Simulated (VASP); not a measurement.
Here is a VASP 6.6.1 calculation.

File INCAR:

```
PREC = Accurate ; ENCUT = 520
EDIFF = 1E-7 ; ISMEAR = -1
SIGMA = 0.2292 ; LREAL = Auto
LASPH = True ; NELM = 100
ALGO = Normal ; ISIF = 2
LWAVE = False ; LCHARG = False
GGA = PE ; NBANDS = 140
```

Contents of KPOINTS:

```
Automatic mesh
0
Gamma
  3 3 3
```

POSCAR

```
Pd7Pt12Au5
1.0
    7.3795700000     -0.1787110000      0.0796060000
   -0.1787110000      7.6045150000     -0.1421980000
    0.0796060000     -0.1421980000      6.9925580000
Pt Pd Au
12 7 5
Direct
    0.4797430481      0.3801421114      0.6027475651
    0.8925151216      0.3172392349      0.3599395830
    0.0108931092      0.0952361768      0.0409090036
    0.9740007260      0.8276724804      0.7408249982
    0.3032528143      0.2978754879      0.9263463791
    0.3805115566      0.6874411076      0.6312661419
    0.7378791948      0.6275406703      0.5245355411
    0.0158731672      0.4897996400      0.7040519064
    0.2078396552      0.4836876081      0.3649652065
    0.1645603757      0.1900466298      0.5629161734
    0.5351441762      0.7453704803      0.2285347932
    0.9533217549      0.4324992897      0.0439945701
    0.6705946054      0.8708113800      0.8345215592
    0.1247004194      0.8195146870      0.3948285982
    0.2267028101      0.6191863002      0.0406090951
    0.3135274758      0.8948391970      0.8571384939
    0.8865184860      0.7919823291      0.1210871226
    0.2887398973      0.1096890599      0.2103585236
    0.7336766416      0.2275009145      0.8381837152
    0.6185430000      0.5508280210      0.9354456067
    0.7991928356      0.0048122593      0.4796248191
    0.5312573809      0.4068746089      0.2573639121
    0.4700503916      0.0381199631      0.5510218415
    0.6302613460      0.0906587315      0.1533829933
```

Potentials or basis: VASP PAW PBE potentials, release 64 (Pt, Pd, Au).

Launch:

```bash
$ cat potpaw_PBE.64/Pt/POTCAR potpaw_PBE.64/Pd/POTCAR potpaw_PBE.64/Au/POTCAR > POTCAR
$ mpirun -np 1 vasp_std > vasp.out
```

Task: Estimate the largest force.

Result: 6.469 eV/Å.

Task: Predict the band gap on the k mesh.

Result: Zero (an odd number of electrons rules out a gap without spin polarisation).

Stress tensor (GPa, compression positive):
```
14.65 -0.55 -2.87
-0.55 15.90 -1.89
-2.87 -1.89 16.23
```

Caveat: the atoms stand as in a frame of molecular dynamics; spin-orbit coupling is left out, which moves the levels of the heavy elements.
